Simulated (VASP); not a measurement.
V, 1 atom in the cell. The structure is cubic, space group Im-3m (No. 229). The conventional cell has a = 2.984 Å, b = 2.984 Å, c = 2.984 Å, α = 90.00°, β = 90.00°, γ = 90.00°. V (site symmetry m-3m) has 14 V at 2.58 to 2.98 Å within 3.4 Å. 

* Program: VASP 6.6.1
* Task: single point
* Functional: r2SCAN
* Potentials or basis: VASP PAW PBE potentials, release 64 (V_sv)
* Cutoff: 520 eV
* k mesh: 7 × 7 × 7
* Occupations: fermi-dirac, width 0.1 eV
* Spin: no spin polarisation
* Dipole correction: no
* Further INCAR settings: ALGO = Normal; EDIFF = 1e-06; NBANDS = 12

Potentials or basis: VASP PAW PBE potentials, release 64 (V_sv).

The run is started by

```bash
$ cat potpaw_PBE.64/V_sv/POTCAR > POTCAR
$ cp INCAR.step1 INCAR
$ mpirun -np 1 vasp_std > vasp.out
$ cp INCAR.step2 INCAR
$ mpirun -np 1 vasp_std > vasp.out
```

Hardware: 1 thread of Intel(R) Xeon(R) Platinum 8375C CPU @ 2.90GHz (Ice Lake) (shared host).

Problem. How long does it take, and how much memory?

Solution. It took 12 s on 1 thread of Intel(R) Xeon(R) Platinum 8375C CPU @ 2.90GHz (Ice Lake) (shared host), peak memory 0.13 GiB. Counts: k points 20.
